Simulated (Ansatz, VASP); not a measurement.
Two plane-wave programs on ZnCu

```
CELL_PARAMETERS angstrom
3.77189 0.00000 0.00000
-1.88594 3.26655 0.00000
0.00000 0.00000 4.79045
ATOMIC_POSITIONS crystal
Cu 0.00000 0.00000 0.00000
Cu 0.00000 0.00000 0.50000
Zn 0.33333 0.66667 0.25000
Zn 0.66667 0.33333 0.75000
```

Alike in both runs: functional PBEsol; k mesh 12 × 12 × 10; occupations gaussian, width 0.1 eV; no spin polarisation.

Ansatz relaxed the structure, and its values are those at the end. VASP's run is a single point on that final structure, the one shown.

|  | VASP | Ansatz |
| --- | --- | --- |
| version | VASP 6.6.1 | Ansatz 0.2.0 |
| potentials or method | VASP PAW PBE potentials, release 64 (Cu, Zn), cutoff 600 eV | scalar-relativistic, plane waves, PAW |
| valence electrons in the cell | 46 | 62 |

VASP gave:

- gap on the k mesh at the Fermi level (eV): none
- pressure (GPa): 0.7

What did Ansatz give for the same quantities?

gap on the k mesh at the Fermi level (eV): none; pressure (GPa): 0.0.

VASP's potentials were made for PBE, not for PBEsol. A gap of «none» marks a metal or a gap that the smearing closes. VASP's potentials hold 46 valence electrons a cell and Ansatz's 62, so a difference there can come from the potentials and not from the codes.
